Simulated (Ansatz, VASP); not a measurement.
One calculation of BeB, two programs

```
Be B
1.0
     1.82178    0.14438    0.01708
    -0.24497    3.12189   -0.15184
     0.04391   -2.45128   16.24506
Be B
6 6
Direct
  0.02781 0.77657 0.34768
  0.02775 0.77478 0.84772
  0.02779 0.44182 0.51435
  0.02778 0.44267 0.01438
  0.02780 0.11015 0.18103
  0.02775 0.10748 0.68103
  0.52780 0.33686 0.40230
  0.52775 0.33433 0.90231
  0.52777 0.00193 0.06895
  0.52777 0.00254 0.56898
  0.52780 0.66975 0.23562
  0.52774 0.66778 0.73565
```

Change from the starting cell: the structure that the rattled cell fell into.

Alike in both runs: functional PBE; k mesh 10 × 6 × 1; occupations gaussian, width 0.1 eV; no spin polarisation.

Ansatz relaxed the structure, and its values are those at the end. VASP's run is a single point on that final structure, the one shown.

|  | VASP | Ansatz |
| --- | --- | --- |
| version | VASP 6.6.1 | Ansatz 0.2.0 |
| potentials or method | VASP PAW PBE potentials, release 64 (Be, B), cutoff 520 eV | scalar-relativistic, plane waves, PAW |
| valence electrons in the cell | 30 | 30 |

```csv
,VASP,Ansatz,Ansatz less VASP
gap on the k mesh at the Fermi level (eV),none,none,-
pressure (GPa),0.1,0.0,-0.14
rms of the force components (eV/Å),0.017,0.017,+0.0001
```

A gap of «none» marks a metal or a gap that the smearing closes. With one functional, cell and mesh, what is left measures potentials, basis and numerics.

The k mesh is coarse, so the values compare programs but aren't converged.
